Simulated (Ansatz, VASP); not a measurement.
**La in VASP and in Ansatz**

```
La
1.0
    -2.12383    2.12383    2.12383
     2.12383   -2.12383    2.12383
     2.12383    2.12383   -2.12383
La
1
Direct
  0.00000 0.00000 0.00000
```

Alike in both runs: task single point; functional LDA; k mesh 11 × 11 × 11; occupations fermi-dirac, width 0.03 eV; non-collinear spin, spin-orbit coupling.

|  | VASP | Ansatz |
| --- | --- | --- |
| version | VASP 6.6.1 | Ansatz 0.2.0 |
| potentials or method | VASP PAW LDA potentials, release 64 (La), cutoff 520 eV | all-electron LAPW |

|  | VASP | Ansatz | Ansatz less VASP |
| --- | --- | --- | --- |
| pressure (GPa) | -3.7 | -3.6 | +0.14 |

LDA's correlation is that of Perdew and Zunger in VASP and of Perdew and Wang (1992) in Ansatz. Ansatz ran all-electron here, and VASP with PAW potentials.
